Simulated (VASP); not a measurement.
Write the native input for VASP 6.6.1 that does the following.

- Task: relaxation of cell and atoms
- Functional: PBEsol
- Potentials or basis: VASP PAW PBE potentials, release 64 (Te, Mo_sv)
- Cutoff: 600 eV
- k mesh: 18 × 18 × 6
- Occupations: gaussian, width 0.1 eV
- Spin: no spin polarisation
- Target pressure: 50 GPa
- Dipole correction: no
- Further INCAR settings: ALGO = Normal; EDIFF = 1e-06; IBRION = 2; EDIFFG = -0.008; NSW = 70; ISIF = 3

The structure of Te2Mo lies in POSCAR:

```
Te2Mo
1.0
    3.1070264337      0.0000000000      0.0000000000
   -1.5535132169      2.6907638218      0.0000000000
    0.0000000000      0.0000000000      6.7684820568
Te Mo
2 1
Direct
    0.3333333333      0.6666666667      0.7316244390
    0.3333333333      0.6666666667      0.2683755610
    0.0000000000      0.0000000000      0.0000000000
```

One way to write it, as run:

INCAR

```
PREC = Accurate ; ENCUT = 600
EDIFF = 1E-6 ; ISMEAR = 0
SIGMA = 0.1 ; LREAL = F
LASPH = T ; NELM = 80
ALGO = Normal ; ISIF = 3
LWAVE = F ; LCHARG = F
GGA = PS ; IBRION = 2
NSW = 70 ; EDIFFG = -0.008
PSTRESS = 500.0
```

KPOINTS

```
Automatic mesh
0
Gamma
  18 18 6
```

Potentials or basis: VASP PAW PBE potentials, release 64 (Te, Mo_sv).

Run with:

```sh
$ cat potpaw_PBE.64/Te/POTCAR potpaw_PBE.64/Mo_sv/POTCAR > POTCAR
$ mpirun -np 1 vasp_std > vasp.out
```

Results of the run:

| Item | Value |
| --- | --- |
| Relaxed volume | 17.82 Å³/atom |
| Relaxed cell | a = 3.007 Å, b = 3.007 Å, c = 6.828 Å, α = 90.00°, β = 90.00°, γ = 120.00° |
| Space group after relaxing (to 0.1 Å) | P-6m2 (No. 187) |
| Energy change on relaxing (the run minimises the enthalpy) | +254.0 meV/atom |
| Ionic steps | 16 |
| Pressure after relaxing | 50.0 GPa |
| Band gap on the k mesh | zero (bands 13 and 14 overlap by 1.39 eV) |

Caveat: the cell is relaxed towards a set pressure, so the run minimises the enthalpy, not the energy; the PAW data sets were made with another functional, which shifts forces and pressure a little; spin-orbit coupling is left out, which moves the levels of the heavy elements.

Run time: 8.1 min on 1 thread of Intel(R) Xeon(R) 6975P-C (Granite Rapids) (shared host), peak memory 0.33 GiB.
